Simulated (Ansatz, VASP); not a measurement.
# One calculation of Ir, two programs

```
Ir
1.0
     0.00000    1.92255    1.92255
     1.92255    0.00000    1.92255
     1.92255    1.92255    0.00000
Ir
1
Direct
  0.00000 0.00000 0.00000
```

Alike in both runs: functional r2SCAN; k mesh 24 × 24 × 24; occupations fermi-dirac, width 0.1 eV; no spin polarisation.

Ansatz relaxed the structure, and its values are those at the end. VASP's run is a single point on that final structure, the one shown.

|  | VASP | Ansatz |
| --- | --- | --- |
| version | VASP 6.6.1 | Ansatz 0.2.0 |
| potentials or method | VASP PAW PBE potentials, release 64 (Ir) | PAW with Ansatz's default frozen-core files, scalar-relativistic |
| plane-wave cutoff (eV) | 520 | 500 |
| valence electrons in the cell | 9 | 17 |

```tsv
	VASP	Ansatz	Ansatz less VASP
pressure (GPa)	2.5	0.0	-2.48
```

VASP's potentials were made for PBE, not for r2SCAN. VASP's potentials hold 9 valence electrons a cell and Ansatz's 17, so a difference there can come from the potentials and not from the codes.

Neither program's run includes spin-orbit coupling.
